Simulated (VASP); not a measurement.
# Cd2HgTe3 (P3m1) in VASP: further runs

Cd2HgTe3 is run at these levels: PBE; tasks: single point, relaxation of cell and atoms.

Everything below comes from runs of VASP 6.6.1. Logs are shortened: lines on timing, memory, paths and dates and some standing lists are left out, and cuts for length are marked.

**1. The cell of the first run**

It takes space group P3m1 (No. 156, trigonal). Conventional cell: a = 4.384 Å, b = 4.384 Å, c = 10.739 Å, α = 90.00°, β = 90.00°, γ = 120.00°. Cd (site symmetry 3m) has 4 Te at 2.68 Å within 3.5 Å. Within 3.5 Å of Cd (site symmetry 3m) lie 4 Te at 2.68 Å. Hg (site symmetry 3m) has 4 Te at 2.68 Å within 3.5 Å. Within 3.5 Å of Te (site symmetry 3m) lie 3 Hg at 2.68 Å and 1 Cd at 2.68 Å. Te (site symmetry 3m) has 4 Cd at 2.68 Å within 3.5 Å. Within 3.5 Å of Te (site symmetry 3m) lie 3 Cd at 2.68 Å and 1 Hg at 2.68 Å.

**2. Single point, PBE**

Contents of INCAR:

```
ALGO = Normal
EDIFF = 1E-7
ENCUT = 520
GGA = PE
ISIF = 2
ISMEAR = 0
LASPH = True
LCHARG = False
LREAL = False
LWAVE = False
NBANDS = 36
NELM = 60
PREC = Accurate
SIGMA = 0.1
```

Contents of KPOINTS:

```
k-points
0
Gamma
  6 6 2
```

Contents of POSCAR:

```
Cd2HgTe3
1.0
    4.3839746200      0.0000000000      0.0000000000
   -2.1919873100      3.7966333900      0.0000000000
    0.0000000000      0.0000000000     10.7385008600
Cd Hg Te
2 1 3
Direct
    0.3333333300      0.6666666700      0.6666666700
    0.6666666700      0.3333333300      0.3333333300
    0.0000000000      0.0000000000      0.0000000000
    0.3333333300      0.6666666700      0.9166666700
    0.6666666700      0.3333333300      0.5833333300
    0.0000000000      0.0000000000      0.2500000000
```

Potentials or basis: VASP PAW PBE potentials, release 64 (Cd, Hg, Te).

Started as:

```bash
> cat potpaw_PBE.64/Cd/POTCAR potpaw_PBE.64/Hg/POTCAR potpaw_PBE.64/Te/POTCAR > POTCAR
> mpirun -np 1 vasp_std > vasp.out
```

OUTCAR:

```text
EDIFF = 1E-7
   ENCUT = 520
   GGA = PE
   ISIF = 2
   ISMEAR = 0
   LASPH = True
   LREAL = False
   NELM = 60
   PREC = Accurate

 ion  position               nearest neighbor table
   1  0.333  0.667  0.667-   4 2.68   5 2.68   5 2.68   5 2.68
   2  0.667  0.333  0.333-   6 2.68   5 2.68   6 2.68   6 2.68
   3  0.000  0.000  0.000-   4 2.68   6 2.68   4 2.68   4 2.68
   4  0.333  0.667  0.917-   3 2.68   1 2.68   3 2.68   3 2.68
   5  0.667  0.333  0.583-   2 2.68   1 2.68   1 2.68   1 2.68
   6  0.000  0.000  0.250-   2 2.68   3 2.68   2 2.68   2 2.68

  LATTYP: Found a hexagonal cell.
 ALAT       =     4.3839746200
 C/A-ratio  =     2.4494897418

  Lattice vectors:

 A1 = (   4.3839746200,   0.0000000000,   0.0000000000)
 A2 = (  -2.1919873100,   3.7966333900,   0.0000000000)
 A3 = (   0.0000000000,   0.0000000000,  10.7385008600)

Analysis of symmetry for initial positions (statically):
=====================================================================
 Subroutine PRICEL returns:
 Original cell was already a primitive cell.

 Routine SETGRP: Setting up the symmetry group for a
 hexagonal supercell.

 Subroutine GETGRP returns: Found  6 space group operations
 (whereof  6 operations were pure point group operations)
 out of a pool of 24 trial point group operations.

The static configuration has the point symmetry C_3v.

Analysis of symmetry for dynamics (positions and initial velocities):
=====================================================================
 Subroutine PRICEL returns:
 Original cell was already a primitive cell.

 Routine SETGRP: Setting up the symmetry group for a
 hexagonal supercell.

 Subroutine GETGRP returns: Found  6 space group operations
 (whereof  6 operations were pure point group operations)
 out of a pool of 24 trial point group operations.

The dynamic configuration has the point symmetry C_3v.

 Subroutine INISYM returns: Found  6 space group operations
 (whereof  6 operations are pure point group operations),
 and found     1 'primitive' translations

----------------------------------------------------------------------------------------

                                     Primitive cell

  volume of cell :     178.7353

  direct lattice vectors                    reciprocal lattice vectors
     4.383974620  0.000000000  0.000000000     0.228103510  0.131695623  0.000000000
    -2.191987310  3.796633390  0.000000000     0.000000000  0.263391246  0.000000000
     0.000000000  0.000000000 10.738500860     0.000000000  0.000000000  0.093122868

  length of vectors
     4.383974620  4.383974620 10.738500860     0.263391246  0.263391246  0.093122868

  position of ions in fractional coordinates (direct lattice)
     0.333333330  0.666666670  0.666666670
     0.666666670  0.333333330  0.333333330
     0.000000000  0.000000000  0.000000000
     0.333333330  0.666666670  0.916666670
     0.666666670  0.333333330  0.583333330
     0.000000000  0.000000000  0.250000000

  ion indices of the primitive-cell ions
   primitive index   ion index
                 1           1
                 2           2
                 3           3
                 4           4
                 5           5
                 6           6

----------------------------------------------------------------------------------------

 KPOINTS: k-points

Automatic generation of k-mesh.
 Grid dimensions read from file:
 generate k-points for:    6    6    2

 Generating k-lattice:

  Cartesian coordinates                     Fractional coordinates (reciprocal lattice)
     0.038017252  0.021949271  0.000000000     0.166666667  0.000000000  0.000000000
     0.000000000  0.043898541  0.000000000     0.000000000  0.166666667  0.000000000
     0.000000000  0.000000000  0.046561434     0.000000000  0.000000000  0.500000000

  Length of vectors
     0.043898541  0.043898541  0.046561434

  Shift w.r.t. Gamma in fractional coordinates (k-lattice)
     0.000000000  0.000000000  0.000000000

 Subroutine IBZKPT returns following result:
 ===========================================

 Found     14 irreducible k-points:

 Following reciprocal coordinates:
            Coordinates               Weight
  0.000000  0.000000  0.000000      1.000000
  0.166667  0.000000  0.000000      6.000000
  0.333333  0.000000  0.000000      6.000000
  0.500000  0.000000  0.000000      3.000000
  0.166667  0.166667  0.000000      6.000000
  0.333333  0.166667  0.000000     12.000000
  0.333333  0.333333  0.000000      2.000000
  0.000000  0.000000  0.500000      1.000000
  0.166667  0.000000  0.500000      6.000000
  0.333333  0.000000  0.500000      6.000000
  0.500000  0.000000  0.500000      3.000000
  0.166667  0.166667  0.500000      6.000000
  0.333333  0.166667  0.500000     12.000000
  0.333333  0.333333  0.500000      2.000000
   k-points           NKPTS =     14   k-points in BZ     NKDIM =     14   number of bands    NBANDS=     36
[... 54 lines left out ...]
   NGX = 17   NGY = 17   NGZ = 39

 number of electron      54.0000017 magnetization

 Free energy of the ion-electron system (eV)
  ---------------------------------------------------
  ext. energy  EPLUGINS =         0.00000000
  ---------------------------------------------------
  free energy    TOTEN  =       -12.03957152 eV

  energy without entropy =      -12.03955811  energy(sigma->0) =      -12.03956482

 E-fermi :   4.2439     XC(G=0):  -9.2345

 val. band max:        4.0100789711   @ k =   0.0000   0.0000   0.0000
 cond. band min:       4.4628208341   @ k =   0.0000   0.0000   0.0000
 fundamental gap:      0.4527418630
 Fermi energy:         4.2438921292

 k-point     1 :       0.0000    0.0000    0.0000
  band No.  band energies     occupation
      1      -8.4428      2.00000
      2      -7.9697      2.00000
      3      -7.8701      2.00000
      4      -5.0392      2.00000
      5      -5.0392      2.00000
      6      -4.9894      2.00000
[... 28 lines left out ...]
     35       8.9509      0.00000
     36       9.0968      0.00000

 k-point     2 :       0.1667    0.0000    0.0000
  band No.  band energies     occupation
      1      -8.3052      2.00000
      2      -7.8835      2.00000
      3      -7.8002      2.00000
      4      -5.0097      2.00000
      5      -4.9865      2.00000
      6      -4.9716      2.00000
[... 28 lines left out ...]
     35       8.8514      0.00000
     36       9.3368      0.00000

 k-point     3 :       0.3333    0.0000    0.0000
  band No.  band energies     occupation
      1      -7.9960      2.00000
      2      -7.7287      2.00000
      3      -7.6629      2.00000
      4      -4.9569      2.00000
      5      -4.9489      2.00000
      6      -4.8884      2.00000
[... 28 lines left out ...]
     35       9.6789      0.00000
     36       9.9264      0.00000

 k-point     4 :       0.5000    0.0000    0.0000
  band No.  band energies     occupation
      1      -7.7943      2.00000
      2      -7.7001      2.00000
      3      -7.5873      2.00000
      4      -4.9372      2.00000
      5      -4.9355      2.00000
      6      -4.8601      2.00000
[... 28 lines left out ...]
     35       9.9446      0.00000
     36      10.6340      0.00000

 k-point     5 :       0.1667    0.1667    0.0000
  band No.  band energies     occupation
      1      -8.0804      2.00000
      2      -7.7580      2.00000
      3      -7.7021      2.00000
      4      -4.9731      2.00000
      5      -4.9413      2.00000
      6      -4.9206      2.00000
[... 265 lines left out ...]
 k-point    12 :       0.1667    0.1667    0.5000
  band No.  band energies     occupation
      1      -8.0382      2.00000
      2      -7.8697      2.00000
      3      -7.6344      2.00000
      4      -4.9765      2.00000
      5      -4.9431      2.00000
      6      -4.9206      2.00000
[... 28 lines left out ...]
     35       9.6112      0.00000
     36       9.7491      0.00000

 k-point    13 :       0.3333    0.1667    0.5000
  band No.  band energies     occupation
      1      -7.8011      2.00000
      2      -7.6905      2.00000
      3      -7.5948      2.00000
      4      -4.9398      2.00000
      5      -4.9160      2.00000
      6      -4.8902      2.00000
[... 28 lines left out ...]
     35       9.7293      0.00000
     36      10.0229      0.00000

 k-point    14 :       0.3333    0.3333    0.5000
  band No.  band energies     occupation
      1      -7.6881      2.00000
      2      -7.6437      2.00000
      3      -7.6062      2.00000
      4      -4.9246      2.00000
      5      -4.9022      2.00000
      6      -4.8946      2.00000
[... 28 lines left out ...]
     35       9.7642      0.00000
     36       9.8046      0.00000

------------------------ aborting loop because EDIFF is reached ----------------------------------------

  FORCE on cell =-STRESS in cart. coord.  units (eV):
  Direction    XX          YY          ZZ          XY          YZ          ZX
  --------------------------------------------------------------------------------------
  -------------------------------------------------------------------------------------
  Total       13.0484554     13.0484554     12.9481689      0.0000000      0.0000000      0.0000000
  in kB      116.9659187    116.9659187    116.0669539      0.0000000      0.0000000      0.0000000
  external PRESSURE =     116.6662638 kB  Pullay stress =       0.0000000 kB

 VOLUME and BASIS-vectors are now :
 -----------------------------------------------------------------------------
  energy-cutoff  :      520.00
  volume of cell :      178.74
      direct lattice vectors                 reciprocal lattice vectors
     4.383974620  0.000000000  0.000000000     0.228103510  0.131695623  0.000000000
    -2.191987310  3.796633390  0.000000000     0.000000000  0.263391246  0.000000000
     0.000000000  0.000000000 10.738500860     0.000000000  0.000000000  0.093122868

 POSITION                                       TOTAL-FORCE (eV/Angst)
 -----------------------------------------------------------------------------------
     -0.00000      2.53109      7.15900        -0.000000      0.000000      0.005442
      2.19199      1.26554      3.57950        -0.000000      0.000000     -0.019534
      0.00000      0.00000      0.00000         0.000000     -0.000000     -0.007495
     -0.00000      2.53109      9.84363         0.000000      0.000000     -0.151860
      2.19199      1.26554      6.26413         0.000000     -0.000000      0.018428
      0.00000      0.00000      2.68463         0.000000     -0.000000      0.155019
 -----------------------------------------------------------------------------------
    total drift:                               -0.000000     -0.000000      0.000009

  FREE ENERGIE OF THE ION-ELECTRON SYSTEM (eV)
  ---------------------------------------------------
  free  energy   TOTEN  =       -12.0395715226 eV

  energy  without entropy=      -12.0395581106  energy(sigma->0) =      -12.03956482
```

Wall time 62 s (1 thread of Intel Xeon 6975P-C (Granite Rapids), shared host); peak memory 0.35 GiB.

What came out:

```
Free energy            : -12.0396 eV
Pressure               : 11.7 GPa
Largest force          : 0.155 eV/Å
Band gap on the k mesh : 0.45 eV
```

Forces in eV/Å, atoms in the order of the input:
```
Cd   0.000  0.000  0.005
Cd   0.000  0.000 -0.020
Hg   0.000  0.000 -0.007
Te   0.000  0.000 -0.152
Te   0.000  0.000  0.018
Te   0.000  0.000  0.155
```

Stress tensor (GPa, compression positive):
```
11.70  0.00  0.00
 0.00 11.70  0.00
 0.00  0.00 11.61
```

Levels at points of the mesh, in eV from the valence-band top:
| k point | band 25 | band 26 | band 27 | band 28 | band 29 | band 30 |
| --- | --- | --- | --- | --- | --- | --- |
| (0.00, 0.00, 0.00) | -0.05 | 0.00 | 0.00 | 0.45 | 1.55 | 1.84 |
| (0.50, 0.00, 0.00) | -2.12 | -1.64 | -1.48 | 2.08 | 2.18 | 2.58 |
| (0.00, 0.00, 0.50) | -0.53 | -0.20 | -0.20 | 1.12 | 1.82 | 1.95 |
| (0.50, 0.00, 0.50) | -2.24 | -1.13 | -1.12 | 1.41 | 2.41 | 2.48 |

Caveat: the cell stands under pressure; spin-orbit coupling is left out, which moves the levels of the heavy elements.

**3. Single point, PBE**

This run uses another cell than the first one, of 36.38 Å³/atom.

Contents of INCAR:

```
SYSTEM = Cd2HgTe3
ALGO = Normal
EDIFF = 1E-7
ENCUT = 520
GGA = PE
ISIF = 2
ISMEAR = 0
LASPH = .TRUE.
LCHARG = .FALSE.
LREAL = .FALSE.
LWAVE = .FALSE.
NBANDS = 36
NELM = 60
PREC = Accurate
SIGMA = 0.1
```

Contents of KPOINTS:

```
k-points
0
G
  6 6 2
  0 0 0
```

Contents of POSCAR:

```
Cd2HgTe3
1.0
    4.6890984391      0.0000000000      0.0000000000
   -2.3445492196      4.0608783691      0.0000000000
    0.0000000000      0.0000000000     11.4630877222
Cd Hg Te
2 1 3
Direct
    0.3333333333      0.6666666667      0.6660030326
    0.6666666667      0.3333333333      0.3333769779
    0.0000000000      0.0000000000     -0.0000100591
    0.3333333333      0.6666666667      0.9158118841
    0.6666666667      0.3333333333      0.5836834970
    0.0000000000      0.0000000000      0.2511346674
```

Potentials or basis: VASP PAW PBE potentials, release 64 (Cd, Hg, Te).

Started as:

```bash
> cat potpaw_PBE.64/Cd/POTCAR potpaw_PBE.64/Hg/POTCAR potpaw_PBE.64/Te/POTCAR > POTCAR
> mpirun -np 1 vasp_std > vasp.out
```

Wall time 60 s (1 thread of Intel Xeon 6975P-C (Granite Rapids), shared host); peak memory 0.39 GiB.

The run converged. Its results:

| Property | Result |
| --- | --- |
| Free energy | -13.2479 eV |
| Pressure | 0.2 GPa |
| Largest force | 0.011 eV/Å |
| Band gap on the k mesh | zero (filled and empty bands touch) |

Forces on the atoms (eV/Å):
```
Cd   0.000  0.000  0.000
Cd   0.000  0.000  0.001
Hg   0.000  0.000 -0.001
Te   0.000  0.000  0.011
Te   0.000  0.000 -0.004
Te   0.000  0.000 -0.008
```

Levels at points of the mesh, in eV from the Fermi level:
```
           k point  band 25  band 26  band 27  band 28  band 29  band 30
(0.00, 0.00, 0.00)    -0.09    -0.05    -0.03    -0.03     1.31     1.62
(0.50, 0.00, 0.00)    -1.55    -1.17    -1.04     1.93     2.48     2.51
(0.00, 0.00, 0.50)    -0.40    -0.15    -0.15     0.85     1.50     1.54
(0.50, 0.00, 0.50)    -1.58    -0.80    -0.80     1.26     2.53     2.65
```

Caveat: semilocal functionals underestimate gaps, and a narrow one can read as zero; spin-orbit coupling is left out, which moves the levels of the heavy elements.

**4. Relaxation of cell and atoms, PBE**

Contents of INCAR:

```
SYSTEM = Cd2HgTe3
PREC     = Accurate       ! precision mode
ENCUT    = 600            ! plane-wave cutoff, eV
EDIFF    = 1E-6           ! SCF threshold, eV
ISMEAR   = 0              ! smearing method
SIGMA    = 0.1            ! smearing width, eV
LREAL    = .False.        ! projectors in reciprocal space
LASPH    = .True.         ! aspherical terms in the spheres
NELM     = 100            ! most SCF steps
ALGO     = Normal         ! electronic algorithm
ISIF     = 3              ! what is computed and relaxed
LWAVE    = .False.        ! write WAVECAR
LCHARG   = .False.        ! write CHGCAR
GGA      = PE             ! functional
IBRION   = 2              ! ionic algorithm
NSW      = 90             ! ionic steps
EDIFFG   = -0.04          ! ionic threshold
```

Contents of KPOINTS:

```
regular mesh
0
Gamma
  6 6 2
  0 0 0
```

Contents of POSCAR:

```
Cd2HgTe3
1.0
    4.3839746200      0.0000000000      0.0000000000
   -2.1919873100      3.7966333900      0.0000000000
    0.0000000000      0.0000000000     10.7385008600
Cd Hg Te
2 1 3
Direct
    0.3333333300      0.6666666700      0.6666666700
    0.6666666700      0.3333333300      0.3333333300
    0.0000000000      0.0000000000      0.0000000000
    0.3333333300      0.6666666700      0.9166666700
    0.6666666700      0.3333333300      0.5833333300
    0.0000000000      0.0000000000      0.2500000000
```

Started as:

```bash
> cat potpaw_PBE.64/Cd/POTCAR potpaw_PBE.64/Hg/POTCAR potpaw_PBE.64/Te/POTCAR > POTCAR
> mpirun -np 1 vasp_std > vasp.out
```

Run time: 2.5 min. Hardware: 1 thread of Intel Xeon 6975P-C (Granite Rapids), shared host; peak memory 0.4 GiB.

It converged, with:

```yaml
Free_energy: -13.2411 eV
Relaxed_volume: 36.44 Å³/atom
Relaxed_cell: a = 4.689 Å, b = 4.689 Å, c = 11.480 Å, α = 90.00°, β = 90.00°, γ = 120.00°
Space_group_after_relaxing_to_0.1_Å: P3m1 (No. 156)
Energy_gained_by_relaxing: 200.3 meV/atom
Ionic_steps: 3
Pressure_after_relaxing: 0.1 GPa
Largest_force_after_relaxing: 0.021 eV/Å
Band_gap_on_the_k_mesh: zero (filled and empty bands touch)
```

Forces in eV/Å, atoms in the order of the input:
```
Cd   0.000  0.000 -0.019
Cd   0.000  0.000 -0.002
Hg   0.000  0.000 -0.002
Te   0.000  0.000 -0.009
Te   0.000  0.000  0.011
Te   0.000  0.000  0.021
```

Step by step:
| step | energy change (eV) | largest force (eV/Å) | pressure (GPa) | volume (Å³) |
| --- | --- | --- | --- | --- |
| 1 | 0.0000 | 0.1549 | 11.65 | 178.74 |
| 2 | -1.0124 | 0.0196 | -2.57 | 240.82 |
| 3 | -1.2018 | 0.0211 | 0.11 | 218.62 |

Final structure:
```
Cd Hg Te
1.0
     4.68924    0.00000    0.00000
    -2.34462    4.06100    0.00000
     0.00000    0.00000   11.48043
Cd Hg Te
2 1 3
Cartesian
  0.0000 2.7073 7.6538
  2.3446 1.3537 3.8261
  0.0000 0.0000 11.4802
  0.0000 2.7073 10.5183
  2.3446 1.3537 6.6976
  2.3446 4.0610 2.8757
```

Levels at points of the mesh, in eV from the Fermi level:
```csv
k point,band 24,band 25,band 26,band 27,band 28,band 29,band 30,band 31
"(0.00, 0.00, 0.00)",-0.60,-0.09,-0.06,-0.03,-0.03,1.31,1.64,4.48
"(0.50, 0.00, 0.00)",-1.71,-1.55,-1.15,-1.03,1.93,2.48,2.51,2.67
"(0.00, 0.00, 0.50)",-0.39,-0.39,-0.15,-0.15,0.85,1.51,1.55,4.47
"(0.50, 0.00, 0.50)",-1.63,-1.57,-0.80,-0.79,1.26,2.53,2.67,3.52
```

Caveat: the volume moved by over 15 % at a fixed basis, so the end points are rough; semilocal functionals underestimate gaps, and a narrow one can read as zero; spin-orbit coupling is left out, which moves the levels of the heavy elements.

**5. Overview**

```csv
task,cell,cutoff (eV),gap on the mesh (eV),pressure (GPa),largest force (eV/Å)
single point,"a = 4.384, b = 4.384, c = 10.739 Å, angles 90.0, 90.0, 120.0°, 6 atoms, atomic positions A",520,0.45,11.7,0.16
single point,"a = 4.689, b = 4.689, c = 11.463 Å, angles 90.0, 90.0, 120.0°, 6 atoms, atomic positions B",520,none,0.2,0.01
relaxation of cell and atoms,"relaxed from a = 4.384, b = 4.384, c = 10.739 Å, angles 90.0, 90.0, 120.0°, 6 atoms, atomic positions A",600,none,0.1,0.02
```

Alike in all rows: level PBE; potentials or basis VASP PAW PBE potentials, release 64 (Cd, Hg, Te); no spin polarisation; k mesh 6 × 6 × 2; smearing gaussian 0.1 eV.

Caveats: spin-orbit coupling is left out, which moves the levels of the heavy elements; semilocal functionals underestimate gaps, and a narrow one can read as zero (at least some runs); the cell stands under pressure (at least some runs); the volume moved by over 15 % at a fixed basis, so the end points are rough (at least some runs).

Absolute energies hang on the potentials; compare differences alone.

The gap in the log of VASP goes by the Fermi energy; the results here count the filled bands.